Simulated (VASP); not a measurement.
Runs of VASP 6.6.1 on N. Symmetry: P6_3/mmc, No. 194, hexagonal system. Conventional cell: a = 4.167 Å, b = 4.167 Å, c = 7.006 Å, α = 90.00°, β = 90.00°, γ = 120.00°. N (site symmetry 3m) has 1 N at 1.11 Å within 1.5 Å. 

```tsv
level	potentials or basis	cutoff (eV)	grid for exact exchange (PRECFOCK)	share of exact exchange	screening parameter	gap on the mesh (eV)	pressure (GPa)	largest force (eV/Å)
PBE-based screened hybrid with 15 % exact exchange	VASP PAW PBE potentials, release 64 (N_h)	1000	Normal	0.15	0.2 1/Å	8.56	-1.6	1.67
HSE06	VASP PAW PBE potentials, release 64 (N)	520	Normal	0.25	0.2079 1/Å	9.41	-0.6	0.57
PBE0	VASP PAW PBE potentials, release 64 (N)	520	Normal	0.25	-	10.22	(d)	0.59
r2SCAN0	VASP PAW PBE potentials, release 64 (N)	520	Normal	0.25	-	10.67	-1.6	1.22
LDA	VASP PAW LDA potentials, release 64 (N)	520	-	-	-	(b)	-0.9	0.36
PBEsol	VASP PAW PBE potentials, release 64 (N)	520	-	-	-	7.06	1.0	0.89
r2SCAN	VASP PAW PBE potentials, release 64 (N)	520	-	-	-	7.80	0.0	0.17
PBE-based screened hybrid with 20 % exact exchange	VASP PAW PBE potentials, release 64 (N_h)	1000	Normal	0.2	0.2 1/Å	(c)	(a)	2.07
```

Alike in all rows: task single point; no spin polarisation; cell as given; k mesh 4 × 4 × 2; smearing fermi-dirac 0.05 eV.

Fill in the values left out.

(a) -2.1; (b) 6.94; (c) 9.03; (d) -0.7.

Caveats: all runs use coarse meshes; the PAW data sets were made with another functional, which shifts forces and pressure a little (at least some runs); the standard files for N, O and F lose accuracy on very short bonds (at least some runs); this functional lacks dispersion, which holds the molecules together, so the pressure and a relaxed volume are unreliable (at least some runs).

A k mesh can miss the band edges.
